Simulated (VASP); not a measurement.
# InC2 (P4/mbm) in VASP: notebook, part 2 of 2

VASP 6.6.1. Earlier steps stand in the parts before.

## 3. Single point, PBE

INCAR reads:

```
PREC     = Accurate       # precision mode
ENCUT    = 520            # plane-wave cutoff, eV
EDIFF    = 1E-6           # SCF threshold, eV
ISMEAR   = 0              # smearing method
SIGMA    = 0.1            # smearing width, eV
LREAL    = F              # projectors in reciprocal space
LASPH    = T              # aspherical terms in the spheres
NELM     = 60             # most SCF steps
ALGO     = Normal         # electronic algorithm
ISIF     = 2              # what is computed and relaxed
LWAVE    = F              # write WAVECAR
LCHARG   = T              # write CHGCAR
GGA      = PE             # functional
LELF     = T              # ELF
LVHAR    = T            
NBANDS   = 30             # bands
```

KPOINTS reads:

```
Automatic mesh
0
Gamma
  8 8 10
```

POSCAR reads:

```
InC2
1.0
    5.4475518468      0.0000000000      0.0000000000
    0.0000000000      5.4475518468      0.0000000000
    0.0000000000      0.0000000000      5.5628603055
In C
2 4
Direct
    0.5000000000      0.5000000000      0.0000000000
    0.0000000000      0.0000000000      0.0000000000
    0.9168175316      0.5831824684      0.0000000000
    0.0831824684      0.4168175316      0.0000000000
    0.5831824684      0.0831824684      0.0000000000
    0.4168175316      0.9168175316      0.0000000000
```

Potentials or basis: VASP PAW PBE potentials, release 64 (In_d, C).

Command:

```console
$ cat potpaw_PBE.64/In_d/POTCAR potpaw_PBE.64/C/POTCAR > POTCAR
$ mpirun -np 1 vasp_std > vasp.out
```

OUTCAR:

```text
PREC = Accurate
   ENCUT = 520
   EDIFF = 1E-6
   ISMEAR = 0
   LREAL = F
   LASPH = T
   NELM = 60
   ISIF = 2
   GGA = PE

 ion  position               nearest neighbor table
   1  0.500  0.500  0.000-   3 2.32   4 2.32   5 2.32   6 2.32   2 3.85   2 3.85   2 3.85   2 3.85

   2  0.000  0.000  0.000-   3 2.32   4 2.32   5 2.32   6 2.32   1 3.85   1 3.85   1 3.85   1 3.85

   3  0.917  0.583  0.000-   4 1.28   2 2.32   1 2.32
   4  0.083  0.417  0.000-   3 1.28   2 2.32   1 2.32
   5  0.583  0.083  0.000-   6 1.28   2 2.32   1 2.32
   6  0.417  0.917  0.000-   5 1.28   2 2.32   1 2.32

  LATTYP: Found a simple tetragonal cell.
 ALAT       =     5.4475518468
 C/A-ratio  =     1.0211670236

  Lattice vectors:

 A1 = (   5.4475518468,   0.0000000000,   0.0000000000)
 A2 = (   0.0000000000,   5.4475518468,   0.0000000000)
 A3 = (   0.0000000000,   0.0000000000,   5.5628603055)

Analysis of symmetry for initial positions (statically):
=====================================================================
 Subroutine PRICEL returns:
 Original cell was already a primitive cell.

 Routine SETGRP: Setting up the symmetry group for a
 simple tetragonal supercell.

[... 174 lines left out ...]

  energy without entropy =      -34.96344461  energy(sigma->0) =      -34.96663756

 E-fermi :   1.6400     XC(G=0):  -6.7645

 val. band max:        1.6389038417   @ k =   0.5000   0.2500   0.1000
 cond. band min:       1.6516971487   @ k =   0.5000   0.2500   0.2000
 fundamental gap:      0.0127933070
 Fermi energy:         1.6400405995

 k-point     1 :       0.0000    0.0000    0.0000
  band No.  band energies     occupation
      1     -13.7421      2.00000
      2     -13.7131      2.00000
      3     -13.1992      2.00000
      4     -13.0975      2.00000
      5     -13.0975      2.00000
      6     -13.0653      2.00000
[... 781 lines left out ...]
     29       7.1155      0.00000
     30       7.1155      0.00000

 [... further k-points ...]
[... 5 lines left out ...]
  --------------------------------------------------------------------------------------
  -------------------------------------------------------------------------------------
  Total        0.1461328      0.1461328      0.0127159      0.0000000      0.0000000     -0.0000000
  in kB        1.4182646      1.4182646      0.1234116      0.0000000      0.0000000     -0.0000000
  external PRESSURE =       0.9866470 kB  Pullay stress =       0.0000000 kB

 VOLUME and BASIS-vectors are now :
 -----------------------------------------------------------------------------
  energy-cutoff  :      520.00
  volume of cell :      165.08
      direct lattice vectors                 reciprocal lattice vectors
     5.447551847  0.000000000  0.000000000     0.183568698  0.000000000  0.000000000
     0.000000000  5.447551847  0.000000000     0.000000000  0.183568698  0.000000000
     0.000000000  0.000000000  5.562860306     0.000000000  0.000000000  0.179763637

 POSITION                                       TOTAL-FORCE (eV/Angst)
 -----------------------------------------------------------------------------------
      2.72378      2.72378      0.00000         0.000000      0.000000     -0.000000
      0.00000      0.00000      0.00000         0.000000      0.000000     -0.000000
      4.99441      3.17692      0.00000        -0.060888      0.060888      0.000000
      0.45314      2.27064      0.00000         0.060888     -0.060888     -0.000000
      3.17692      0.45314      0.00000         0.060888      0.060888     -0.000000
      2.27064      4.99441      0.00000        -0.060888     -0.060888     -0.000000
 -----------------------------------------------------------------------------------
    total drift:                                0.000000     -0.000000     -0.000000

  FREE ENERGIE OF THE ION-ELECTRON SYSTEM (eV)
  ---------------------------------------------------
  free  energy   TOTEN  =       -34.9698305030 eV

  energy  without entropy=      -34.9634446089  energy(sigma->0) =      -34.96663756
```

OSZICAR:

```text
N       E                     dE             d eps       ncg     rms          rms(c)
DAV:   1     0.381827624956E+03    0.38183E+03   -0.18737E+04  5400   0.141E+03
DAV:   2     0.180920096698E+02   -0.36374E+03   -0.34646E+03  5704   0.372E+02
DAV:   3    -0.394775293268E+02   -0.57570E+02   -0.56581E+02  7130   0.156E+02
DAV:   4    -0.426636703133E+02   -0.31861E+01   -0.31558E+01  6766   0.392E+01
DAV:   5    -0.428077255306E+02   -0.14406E+00   -0.14389E+00  8008   0.810E+00    0.133E+01
DAV:   6    -0.354118104195E+02    0.73959E+01   -0.14447E+01  8312   0.350E+01    0.776E+00
DAV:   7    -0.350024721555E+02    0.40934E+00   -0.43327E+00  7500   0.138E+01    0.264E+00
DAV:   8    -0.349797891755E+02    0.22683E-01   -0.48381E-01  7354   0.594E+00    0.182E+00
DAV:   9    -0.349622484471E+02    0.17541E-01   -0.69730E-02  6952   0.160E+00    0.275E-01
DAV:  10    -0.349661650563E+02   -0.39166E-02   -0.76586E-03  6592   0.760E-01    0.234E-01
DAV:  11    -0.349697274002E+02   -0.35623E-02   -0.42547E-03  5614   0.410E-01    0.654E-02
DAV:  12    -0.349697860229E+02   -0.58623E-04   -0.19527E-04  8000   0.123E-01    0.267E-02
DAV:  13    -0.349698246435E+02   -0.38621E-04   -0.59244E-05  5980   0.732E-02    0.739E-03
DAV:  14    -0.349698292177E+02   -0.45742E-05   -0.88185E-06  6546   0.263E-02    0.543E-03
DAV:  15    -0.349698303582E+02   -0.11405E-05   -0.13132E-06  4452   0.102E-02    0.205E-03
DAV:  16    -0.349698305030E+02   -0.14488E-06   -0.22886E-07  4206   0.339E-03
   1 F= -.34969831E+02 E0= -.34966638E+02  d E =-.638589E-02
```

stdout:

```text
POSCAR found type information on POSCAR InC
 POSCAR found :  2 types and       6 ions
 scaLAPACK will be used
 LDA part: xc-table for (Slater+PW92), standard interpolation
 POSCAR, INCAR and KPOINTS ok, starting setup
 FFT: planning ... GRIDC
 FFT: planning ... GRID_SOFT
 FFT: planning ... GRID
 WAVECAR not read
 entering main loop
```

It took 7.2 min on 1 thread of Intel Xeon Platinum 8259CL at 2.50GHz (Skylake/Cascade Lake), shared host; peak memory 0.48 GiB.

What came out:

```yaml
Free_energy: -34.9698 eV
Pressure: 0.1 GPa
Largest_force: 0.086 eV/Å
Band_gap_on_the_k_mesh: zero (bands 21 and 22 overlap by 1.31 eV)
```

Forces in eV/Å, atoms in the order of the input:
```
In   0.000  0.000  0.000
In   0.000  0.000  0.000
C   -0.061  0.061  0.000
C    0.061 -0.061  0.000
C    0.061  0.061  0.000
C   -0.061 -0.061  0.000
```

Levels at points of the mesh, in eV from the Fermi level:
```
           k point  band 17  band 18  band 19  band 20  band 21  band 22  band 23  band 24  band 25  band 26
(0.00, 0.00, 0.00)    -4.06    -4.06    -3.79    -2.64    -1.83     2.16     3.18     3.37     3.37     3.46
(0.50, 0.00, 0.00)    -3.11    -3.11    -2.30    -2.30    -0.39    -0.39     1.87     1.87     3.35     3.35
(0.50, 0.50, 0.00)    -2.88    -2.88    -2.87    -2.87     0.91     0.91     0.92     0.92     2.00     2.00
(0.00, 0.00, 0.50)    -4.05    -4.05    -4.02    -2.71    -1.82     1.96     2.33     3.03     3.03     3.44
(0.50, 0.00, 0.50)    -3.26    -3.26    -2.29    -2.29    -0.33    -0.33     1.14     1.14     4.15     4.15
(0.50, 0.50, 0.50)    -2.98    -2.98    -2.87    -2.87     0.23     0.23     0.93     0.93     2.37     2.37
```

Caveat: spin-orbit coupling is left out, which moves the levels of the heavy elements.
